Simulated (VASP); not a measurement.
Write the native input for VASP 6.6.1 that does the following.

- Task: single point
- Functional: BLYP
- Potentials or basis: VASP PAW PBE potentials, release 64 (Ni)
- Cutoff: 520 eV
- k mesh: 13 × 13 × 13
- Occupations: fermi-dirac, width 0.05 eV
- Spin: collinear spin, ferromagnetic start
- Starting moments: [-0.533, -0.533] μB
- Dipole correction: no
- Further INCAR settings: ALGO = Normal; EDIFF = 1e-06; NBANDS = 21

The structure of Ni lies in POSCAR:

```
Ni
1.0
    0.0000000000      2.3952584634      2.3952584634
    2.3952584634      0.0000000000      2.3952584634
    2.3952584634      2.3952584634      0.0000000000
Ni
2
Direct
    0.0000000000      0.0000000000      0.0000000000
    0.5000000000      0.5000000000      0.5000000000
```

This isn't the form of Ni at room conditions, which is fcc.

These files were run (other wordings do the same):

INCAR

```
  PREC = Accurate
  ENCUT = 520
  EDIFF = 1E-6
  ISMEAR = -1
  SIGMA = 0.05
  LREAL = False
  LASPH = True
  NELM = 150
  ALGO = Normal
  ISIF = 2
  LWAVE = False
  LCHARG = False
  ISPIN = 2
  MAGMOM = -0.533 -0.533
  LORBIT = 11
  LMAXMIX = 4
  GGA = B5
  ALDAX = 1.0
  AGGAX = 1.0
  AGGAC = 1.0
  ALDAC = 0.0
  NBANDS = 21
```

KPOINTS

```
Automatic mesh
0
Gamma
  13 13 13
```

Potentials or basis: VASP PAW PBE potentials, release 64 (Ni).

Launch:

```bash
$ cat potpaw_PBE.64/Ni/POTCAR > POTCAR
$ mpirun -np 1 vasp_std > vasp.out
```

It gave:

The pressure is -3.6 GPa, the net moment is -1.14 μB per cell and the site moments are Ni -0.57 μB. The valence electrons inside the program's atomic spheres are Ni 9.18.

Caveat: the cell stands under tension; the PAW data sets were made with another functional, which shifts forces and pressure a little.

Wall time 98 s on 1 thread of Intel Xeon 8259CL, with other jobs on the host, peak memory 0.21 GiB.
